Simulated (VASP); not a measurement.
# Ti (R-3m) in VASP: a series of runs

Ti is run at these levels: PBEsol; tasks: single point.

Program: VASP 6.6.1. These are calculated values, not measurements. Logs are shortened: lines on timing, memory, paths and dates and some standing lists are left out, and cuts for length are marked.

## 1. The cell of the first run

Symmetry: R-3m, No. 166, trigonal system. The conventional cell has a = 4.139 Å, b = 4.139 Å, c = 3.574 Å, α = 90.00°, β = 90.00°, γ = 120.00°. Ti (site symmetry -3m) has 12 Ti at 2.67 to 3.37 Å within 3.5 Å.

## 2. Single point, PBEsol

INCAR reads:

```
SYSTEM = Ti
  PREC = Accurate
  ENCUT = 520
  EDIFF = 1E-7
  ISMEAR = 0
  SIGMA = 0.15
  LREAL = .FALSE.
  LASPH = .TRUE.
  NELM = 80
  ALGO = Fast
  ISIF = 2
  LWAVE = .FALSE.
  LCHARG = .FALSE.
  GGA = PS
  NBANDS = 12
```

KPOINTS reads:

```
Automatic mesh
0
G
  22 22 22
  0 0 0
```

POSCAR reads:

```
Ti
1.0
   -1.2634189489      1.6634203149      1.6634203149
    1.6634203149     -1.2634189489      1.6634203149
    1.6634203149      1.6634203149     -1.2634189489
Ti
1
Direct
    0.0000000000      0.0000000000      0.0000000000
```

Potentials or basis: VASP PAW PBE potentials, release 64 (Ti_sv).

On the command line:

```
$ cat potpaw_PBE.64/Ti_sv/POTCAR > POTCAR
$ mpirun -np 1 vasp_std > vasp.out
```

OUTCAR:

```text
SYSTEM = Ti
   PREC = Accurate
   ENCUT = 520
   EDIFF = 1E-7
   ISMEAR = 0
   LREAL = .FALSE.
   LASPH = .TRUE.
   NELM = 80
   ISIF = 2
   GGA = PS

 ion  position               nearest neighbor table
   1  0.000  0.000  0.000-

  LATTYP: Found a trigonal (rhomboedric) cell.
 ALAT       =     2.6702362683
 COS(alpha) =    -0.2014297014

  Lattice vectors:

 A1 = (  -1.2634189489,   1.6634203149,   1.6634203149)
 A2 = (   1.6634203149,  -1.2634189489,   1.6634203149)
 A3 = (   1.6634203149,   1.6634203149,  -1.2634189489)

Analysis of symmetry for initial positions (statically):
=====================================================================
 Subroutine PRICEL returns:
 Original cell was already a primitive cell.

 Routine SETGRP: Setting up the symmetry group for a
 trigonal (rhombohedral) supercell.

 Subroutine GETGRP returns: Found 12 space group operations
 (whereof 12 operations were pure point group operations)
 out of a pool of 12 trial point group operations.

The static configuration has the point symmetry D_3d.

Analysis of symmetry for dynamics (positions and initial velocities):
=====================================================================
 Subroutine PRICEL returns:
 Original cell was already a primitive cell.

 Routine SETGRP: Setting up the symmetry group for a
 trigonal (rhombohedral) supercell.

 Subroutine GETGRP returns: Found 12 space group operations
 (whereof 12 operations were pure point group operations)
 out of a pool of 12 trial point group operations.

The dynamic configuration has the point symmetry D_3d.

 Subroutine INISYM returns: Found 12 space group operations
 (whereof 12 operations are pure point group operations),
 and found     1 'primitive' translations

----------------------------------------------------------------------------------------

                                     Primitive cell

  volume of cell :      17.6761

  direct lattice vectors                    reciprocal lattice vectors
    -1.263418949  1.663420315  1.663420315    -0.066233028  0.275432472  0.275432472
     1.663420315 -1.263418949  1.663420315     0.275432472 -0.066233028  0.275432472
     1.663420315  1.663420315 -1.263418949     0.275432472  0.275432472 -0.066233028

  length of vectors
     2.670236268  2.670236268  2.670236268     0.395111259  0.395111259  0.395111259

  position of ions in fractional coordinates (direct lattice)
     0.000000000  0.000000000  0.000000000

  ion indices of the primitive-cell ions
   primitive index   ion index
                 1           1

----------------------------------------------------------------------------------------

 KPOINTS: Automatic mesh

Automatic generation of k-mesh.
 Grid dimensions read from file:
 generate k-points for:   22   22   22

 Generating k-lattice:

  Cartesian coordinates                     Fractional coordinates (reciprocal lattice)
    -0.003010592  0.012519658  0.012519658     0.045454545  0.000000000  0.000000000
     0.012519658 -0.003010592  0.012519658     0.000000000  0.045454545  0.000000000
     0.012519658  0.012519658 -0.003010592     0.000000000  0.000000000  0.045454545

  Length of vectors
     0.017959603  0.017959603  0.017959603

  Shift w.r.t. Gamma in fractional coordinates (k-lattice)
     0.000000000  0.000000000  0.000000000

 Subroutine IBZKPT returns following result:
 ===========================================

 Found   1024 irreducible k-points:

 Following reciprocal coordinates:
            Coordinates               Weight
  0.000000  0.000000  0.000000      1.000000
  0.045455  0.000000  0.000000      6.000000
  0.090909  0.000000  0.000000      6.000000
  0.136364 -0.000000 -0.000000      6.000000
  0.181818 -0.000000 -0.000000      6.000000
  0.227273  0.000000  0.000000      6.000000
[... 16 lines left out ...]
  0.500000  0.045455 -0.000000     12.000000
 -0.454545  0.045455  0.000000     12.000000
 [... further k-points ...]
   k-points           NKPTS =   1024   k-points in BZ     NKDIM =   1024   number of bands    NBANDS=     12
   number of dos      NEDOS =    301   number of ions     NIONS =      1
   total plane-waves  NPLWV =   8000
   dimension x,y,z NGX =    20 NGY =   20 NGZ =   20
   dimension x,y,z NGXF=    40 NGYF=   40 NGZF=   40
   ions per type =               1
   NGX,Y,Z   is equivalent  to a cutoff of  12.45, 12.45, 12.45 a.u.
   NGXF,Y,Z  is equivalent  to a cutoff of  24.90, 24.90, 24.90 a.u.
 SYSTEM =  Ti
   PREC   = accura    normal or accurate (medium, high low for compatibility)
   ISTART =      0    job   : 0-new  1-cont  2-samecut
   ICHARG =      2    charge: 1-file 2-atom 10-const
   ISPIN  =      1    spin polarized calculation?
   LNONCOLLINEAR =      F non collinear calculations
   LSORBIT =      F    spin-orbit coupling
   LASPH  =      T    aspherical Exc in radial PAW
   ENCUT  =  520.0 eV  38.22 Ry    6.18 a.u.   4.96  4.96  4.96*2*pi/ulx,y,z
   NELM   =     80;   NELMIN=  2; NELMDL= -5     # of ELM steps
   EDIFF  = 0.1E-06   stopping-criterion for ELM
   LREAL  =      F    real-space projection
   EDIFFG = 0.1E-05   stopping-criterion for IOM
   NSW    =      0    number of steps for IOM
   IBRION =     -1    ionic relax: 0-MD 1-quasi-New 2-CG
   NFREE  =      0    steps in history (QN), initial steepest desc. (CG)
   ISIF   =      2    stress and relaxation
   ISYM   =      2    0-nonsym 1-usesym 2-fastsym
   POTIM  = 0.5000    time-step for ionic-motion
   TEBEG  =    0.0;   TEEND  =   0.0 temperature during run
   PSTRESS=    0.0 pullay stress
   NELECT =      12.0000    total number of electrons
   NUPDOWN=      -1.0000    fix difference up-down
   EMIN   =  10.00;   EMAX   =-10.00  energy-range for DOS
   EFERMI =   0.00;   METHOD = LEGACY
   ISMEAR =     0;   SIGMA  =   0.15  broadening in eV -4-tet -1-fermi 0-gaus
   EFERMI_NEDOS =   21; number of points for ismear=-14 and -15
   IALGO  =     68    algorithm
   IMIX   =      4    mixing-type and parameters
     AMIX     =   0.40;   BMIX     =  1.00
     AMIX_MAG =   1.60;   BMIX_MAG =  1.00
  volume/ion in A,a.u.               =      17.68       119.28
  Fermi-wavevector in a.u.,A,eV,Ry     =   1.438821  2.718977 28.166848  2.070205
  Thomas-Fermi vector in A             =   2.557745
   LORBIT       =      0    0 simple, 1 ext, 2 COOP (PROOUT), +10 PAW based schemes
   GGA     = PS    functional components
   LHFCALC =     F    Hartree Fock is set to
   AEXX    =    0.0000 exact exchange contribution
   IVDW    =     0    specifies the selected vdW correction
   LEPSILON=     F    determine dielectric tensor
   LRPA    =     F    only Hartree local field effects (RPA)
 non-spin polarized calculation
 RMM-DIIS sequential band-by-band and
 Gauss-broadening in eV      SIGMA  =   0.15
  energy-cutoff  :      520.00
  volume of cell :       17.68
 maximum number of plane-waves:       502
   NGX =  9   NGY =  9   NGZ =  9

 number of electron      12.0000004 magnetization

 Free energy of the ion-electron system (eV)
  ---------------------------------------------------
  ext. energy  EPLUGINS =         0.00000000
  ---------------------------------------------------
  free energy    TOTEN  =        -7.91087017 eV

  energy without entropy =       -7.88105200  energy(sigma->0) =       -7.89596109

 E-fermi :   7.6932     XC(G=0): -11.4930

 val. band max:        7.6928956147   @ k =   0.2727   0.1818   0.1364
 cond. band min:       7.6941029214   @ k =  -0.1818   0.1364   0.1364
 fundamental gap:      0.0012073067
 Fermi energy:         7.6931510536

 k-point     1 :       0.0000    0.0000    0.0000
  band No.  band energies     occupation
      1     -48.5017      2.00000
      2     -24.5091      2.00000
      3     -24.3304      2.00000
      4     -24.3304      2.00000
      5       1.9444      2.00000
      6       7.2223      1.99999
      7       7.2223      1.99999
      8      10.7718      0.00000
      9      11.3189      0.00000
     10      11.3189      0.00000
     11      23.3503      0.00000
     12      23.3503      0.00000

 k-point     2 :       0.0455    0.0000    0.0000
  band No.  band energies     occupation
      1     -48.4992      2.00000
      2     -24.5137      2.00000
      3     -24.3426      2.00000
      4     -24.3296      2.00000
      5       2.0033      2.00000
      6       7.2261      1.99999
      7       7.2471      1.99997
      8      10.7582      0.00000
      9      11.2950      0.00000
     10      11.3058      0.00000
     11      23.2258      0.00000
     12      23.4078      0.00000

 k-point     3 :       0.0909    0.0000    0.0000
  band No.  band energies     occupation
      1     -48.4920      2.00000
      2     -24.5319      2.00000
      3     -24.3733      2.00000
      4     -24.3274      2.00000
      5       2.1773      2.00000
      6       7.2364      1.99998
      7       7.3167      1.99961
      8      10.7161      0.00000
      9      11.2283      0.00000
     10      11.2778      0.00000
     11      22.7832      0.00000
     12      23.5705      0.00000
[... 286 lines left out ...]
 k-point    23 :       0.5000    0.0455   -0.0000
  band No.  band energies     occupation
      1     -48.3765      2.00000
      2     -25.2087      2.00000
      3     -24.4271      2.00000
      4     -24.3008      2.00000
      5       5.5858      2.00000
      6       7.2002      2.00000
      7       7.7985      0.32048
      8      10.7353      0.00000
      9      10.8287      0.00000
     10      11.4179      0.00000
     11      15.5015      0.00000
     12      23.2618      0.00000

 k-point    24 :      -0.4545    0.0455    0.0000
  band No.  band energies     occupation
      1     -48.3794      2.00000
      2     -25.1909      2.00000
      3     -24.4263      2.00000
      4     -24.3007      2.00000
      5       5.4787      2.00000
      6       7.2247      1.99999
      7       7.6927      1.00355
      8      10.7179      0.00000
      9      10.8654      0.00000
     10      11.4070      0.00000
     11      15.7028      0.00000
     12      23.4437      0.00000

 [... further k-points ...]
[... 5 lines left out ...]
  --------------------------------------------------------------------------------------
  -------------------------------------------------------------------------------------
  Total       -0.5667554     -0.5667554     -0.5667554     -0.7005161     -0.7005161     -0.7005161
  in kB      -51.3712940    -51.3712940    -51.3712940    -63.4955035    -63.4955035    -63.4955035
  external PRESSURE =     -51.3712940 kB  Pullay stress =       0.0000000 kB

 VOLUME and BASIS-vectors are now :
 -----------------------------------------------------------------------------
  energy-cutoff  :      520.00
  volume of cell :       17.68
      direct lattice vectors                 reciprocal lattice vectors
    -1.263418949  1.663420315  1.663420315    -0.066233028  0.275432472  0.275432472
     1.663420315 -1.263418949  1.663420315     0.275432472 -0.066233028  0.275432472
     1.663420315  1.663420315 -1.263418949     0.275432472  0.275432472 -0.066233028

 POSITION                                       TOTAL-FORCE (eV/Angst)
 -----------------------------------------------------------------------------------
      0.00000      0.00000      0.00000         0.000000      0.000000      0.000000
 -----------------------------------------------------------------------------------
    total drift:                                0.000000      0.000000      0.000000

  FREE ENERGIE OF THE ION-ELECTRON SYSTEM (eV)
  ---------------------------------------------------
  free  energy   TOTEN  =        -7.9108701711 eV

  energy  without entropy=       -7.8810520039  energy(sigma->0) =       -7.89596109
```

Wall time 5.6 min (1 thread of Intel Xeon Platinum 8259CL at 2.50GHz (Skylake/Cascade Lake), shared host); peak memory 0.31 GiB.

Results:

| Item | Value |
| --- | --- |
| Free energy | -7.9109 eV |
| Pressure | -5.1 GPa |
| Band gap on the k mesh | zero (band 6 reaches 8.29 eV, above the bottom of band 7 at 7.20 eV) |

Caveat: the PAW data sets were made with another functional, which shifts forces and pressure a little.

## 3. Single point, PBEsol

This run uses another cell than the first one, of the same volume but with other edges.

INCAR reads:

```
PREC = Accurate ; ENCUT = 520
EDIFF = 1E-7 ; ISMEAR = 0
SIGMA = 0.15 ; LREAL = False
LASPH = True ; NELM = 80
ALGO = Fast ; ISIF = 2
LWAVE = False ; LCHARG = False
GGA = PS ; NBANDS = 12
```

KPOINTS reads:

```
regular mesh
0
Gamma
  22 22 22
```

POSCAR reads:

```
Ti
1.0
   -2.2050367226      1.6862045525      1.6862045525
    1.6862045525     -2.2050367226      1.6862045525
    1.6862045525      1.6862045525     -2.2050367226
Ti
1
Direct
    0.0000000000      0.0000000000      0.0000000000
```

Potentials or basis: VASP PAW PBE potentials, release 64 (Ti_sv).

On the command line:

```
$ cat potpaw_PBE.64/Ti_sv/POTCAR > POTCAR
$ mpirun -np 1 vasp_std > vasp.out
```

It took 5.2 min on 1 thread of Intel Xeon Platinum 8259CL at 2.50GHz (Skylake/Cascade Lake), shared host; peak memory 0.32 GiB.

Results (log left out):

- Free energy: -7.4123 eV
- Pressure: 5.5 GPa
- Band gap on the k mesh: zero (band 6 reaches 8.71 eV, above the bottom of band 7 at 6.13 eV)

Stress tensor (GPa, compression positive):
```
 5.47 25.12 25.12
25.12  5.47 25.12
25.12 25.12  5.47
```

Levels at points of the mesh, in eV from the Fermi level:
```csv
k point,band 2,band 3,band 4,band 5,band 6,band 7,band 8,band 9,band 10,band 11
"(0.00, 0.00, 0.00)",-32.38,-32.38,-29.50,-5.02,-1.60,0.67,0.67,6.40,6.40,12.31
"(0.50, 0.00, 0.00)",-35.05,-31.62,-31.56,-2.16,-1.11,2.95,3.41,5.25,5.84,13.56
"(0.50, 0.50, 0.00)",-32.63,-32.43,-29.50,-2.08,-1.66,-0.05,2.91,5.81,6.43,6.53
"(0.50, 0.50, 0.50)",-35.02,-31.64,-31.64,-2.23,-2.23,3.62,3.62,7.09,10.23,10.23
```

Caveat: the PAW data sets were made with another functional, which shifts forces and pressure a little.

## 4. Single point, PBEsol

This run uses another cell than the first one, of the same volume but with other edges.

INCAR reads:

```
SYSTEM = Ti
  PREC = Accurate
  ENCUT = 520
  EDIFF = 1E-6
  ISMEAR = 0
  SIGMA = 0.15
  LREAL = .False.
  LASPH = .True.
  NELM = 80
  ALGO = Fast
  ISIF = 2
  LWAVE = .False.
  LCHARG = .True.
  GGA = PS
  LELF = .True.
  LVHAR = .True.
  NBANDS = 12
```

KPOINTS reads:

```
regular mesh
0
Gamma
  22 22 22
  0 0 0
```

POSCAR reads:

```
Ti
1.0
   -1.8189673551      1.6457323689      1.6457323689
    1.6457323689     -1.8189673551      1.6457323689
    1.6457323689      1.6457323689     -1.8189673551
Ti
1
Direct
    0.0000000000      0.0000000000      0.0000000000
```

On the command line:

```
$ cat potpaw_PBE.64/Ti_sv/POTCAR > POTCAR
$ mpirun -np 1 vasp_std > vasp.out
```

Wall time 4.7 min (1 thread of Intel Xeon Platinum 8259CL at 2.50GHz (Skylake/Cascade Lake), shared host); peak memory 0.32 GiB.

The run converged. Its results:

```yaml
Free_energy: -8.2018 eV
Pressure: -7.2 GPa
Band_gap_on_the_k_mesh: zero (band 6 reaches 8.73 eV, above the bottom of band 7 at 6.94 eV)
```

Stress tensor (GPa, compression positive):
```
-7.16  0.39  0.39
 0.39 -7.16  0.39
 0.39  0.39 -7.16
```

Levels at points of the mesh, in eV from the Fermi level:
```csv
k point,band 4,band 5,band 6,band 7,band 8,band 9
"(0.00, 0.00, 0.00)",-31.94,-5.78,-0.03,1.21,1.21,3.21
"(0.50, 0.00, 0.00)",-32.26,-2.22,-0.18,2.14,2.55,2.63
"(0.50, 0.50, 0.00)",-31.97,-2.42,-0.68,0.49,3.33,3.47
"(0.50, 0.50, 0.50)",-32.54,-1.97,-1.97,3.49,3.49,4.78
```

Caveat: the PAW data sets were made with another functional, which shifts forces and pressure a little.

## 5. Single point, PBEsol

This run uses another cell than the first one, of the same volume but with other edges.

INCAR reads:

```
  PREC = Accurate
  ENCUT = 520
  EDIFF = 1E-7
  ISMEAR = 0
  SIGMA = 0.15
  LREAL = False
  LASPH = True
  NELM = 80
  ALGO = Fast
  ISIF = 2
  LWAVE = False
  LCHARG = False
  GGA = PS
  NBANDS = 12
```

KPOINTS reads:

```
regular mesh
0
Gamma
  22 22 22
```

POSCAR reads:

```
Ti
1.0
   -1.4412907818      1.6471894650      1.6471894650
    1.6471894650     -1.4412907818      1.6471894650
    1.6471894650      1.6471894650     -1.4412907818
Ti
1
Direct
    0.0000000000      0.0000000000      0.0000000000
```

On the command line:

```
$ cat potpaw_PBE.64/Ti_sv/POTCAR > POTCAR
$ mpirun -np 1 vasp_std > vasp.out
```

It took 5.4 min on 1 thread of Intel Xeon Platinum 8259CL at 2.50GHz (Skylake/Cascade Lake), shared host; peak memory 0.31 GiB.

It converged, with:

* Free energy: -8.1151 eV
* Pressure: -6.3 GPa
* Band gap on the k mesh: zero (band 6 reaches 8.45 eV, above the bottom of band 7 at 7.27 eV)

Stress tensor (GPa, compression positive):
```
-6.32 -5.11 -5.11
-5.11 -6.32 -5.11
-5.11 -5.11 -6.32
```

Levels at points of the mesh, in eV from the Fermi level:
```
           k point  band 2  band 3  band 4  band 5  band 6  band 7  band 8  band 9  band 10  band 11
(0.00, 0.00, 0.00)  -32.33  -32.18  -32.18   -5.85    0.19    0.19    2.13    3.05     3.05    16.17
(0.50, 0.00, 0.00)  -32.93  -32.33  -32.18   -2.38   -0.53    0.47    3.09    3.24     3.74     7.95
(0.50, 0.50, 0.00)  -32.97  -32.60  -32.21   -2.36   -0.38    2.07    2.70    2.72     4.57     9.60
(0.50, 0.50, 0.50)  -32.81  -32.81  -32.56   -1.99   -1.99    2.67    4.42    4.42     8.13     8.67
```

Caveat: the PAW data sets were made with another functional, which shifts forces and pressure a little.

[end of part 1 of 2]
